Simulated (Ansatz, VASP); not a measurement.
**One calculation of TaN, two programs**

INCAR

```
PREC = Accurate
ENCUT = 520
EDIFF = 1E-6
ISMEAR = 1
SIGMA = 0.1
LREAL = F
LASPH = T
NELM = 80
ALGO = Normal
ISIF = 2
LWAVE = F
LCHARG = F
GGA = PS
NBANDS = 15
```

File KPOINTS:

```
Automatic mesh
0
Gamma
  10 10 9
```

File POSCAR:

```
TaN
1.0
    2.9380000000      0.0000000000      0.0000000000
   -1.4690000000      2.5443826363      0.0000000000
    0.0000000000      0.0000000000      2.8830000000
Ta N
1 1
Direct
    0.0000000000      0.0000000000      0.5000000000
    0.6666666667      0.3333333333      0.0000000000
```

Input for Ansatz:

```yaml
crystal:
  lattice:
    a: 2.938
    b: 2.938
    c: 2.883
    alpha: 90.0
    beta: 90.0
    gamma: 120.0
  space_group: 187
  atoms:
    - { symbol: Ta, position: [0.0, 0.0, 0.5] }
    - { symbol: "N", position: [0.6666666666666666, 0.3333333333333333, 0.0] }
basis:
  ecutwfc: 421.77648681281397
kpoints:
  mp_grid:
    grid: [10, 10, 9]
hamiltonian:
  xc: pbesol
scf:
  occupations:
    method: methfessel_paxton
    width: 0.1
output:
  forces: true
  stress: true
```

Alike in both runs: task single point; functional PBEsol; k mesh 10 × 10 × 9; occupations methfessel-paxton of order 1, width 0.1 eV; no spin polarisation.

|  | VASP | Ansatz |
| --- | --- | --- |
| version | VASP 6.6.1 | Ansatz 0.2.0 |
| potentials or method | VASP PAW PBE potentials, release 64 (Ta_pv, N), cutoff 520 eV | plane waves, PAW |
| valence electrons in the cell | 16 | 18 |

Ansatz gave:

```
pressure (GPa)                                                : -4.9
traceless stress, the component that is largest in VASP (GPa) : -0.21
```

Problem. What did VASP give for the same quantities?

Solution. Pressure (GPa): -4.1; traceless stress, the component that is largest in VASP (GPa): -0.09.

VASP's potentials were made for PBE, not for PBEsol. The functional is the same, so the differences come from potentials, cutoffs and numerics. VASP's potentials hold 16 valence electrons a cell and Ansatz's 18, so a difference there can come from the potentials and not from the codes.

Spin-orbit coupling is off throughout.
